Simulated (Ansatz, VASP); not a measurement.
# AlN: VASP beside Ansatz

```xyz
2
Lattice="0.0000 2.0478 2.0478 2.0478 0.0000 2.0478 2.0478 2.0478 0.0000" Properties=species:S:1:pos:R:3 pbc="T T T"
Al    0.0000    0.0000    0.0000
N     2.0478    2.0478    2.0478
```

Alike in both runs: functional RPBE; k mesh 10 × 10 × 10; no spin polarisation.

Ansatz relaxed the structure, and its values are those at the end. VASP's run is a single point on that final structure, the one shown.

```csv
,VASP,Ansatz
version,VASP 6.6.1,Ansatz 0.2.0
potentials or method,"VASP PAW PBE potentials, release 64 (Al, N), cutoff 600 eV","plane waves, PAW"
occupations,"gaussian, width 0.01 eV",fixed
valence electrons in the cell,8,8
```

|  | VASP | Ansatz | Ansatz less VASP |
| --- | --- | --- | --- |
| pressure (GPa) | -0.8 | 0.0 | +0.80 |

VASP's potentials were made for PBE, not for RPBE.
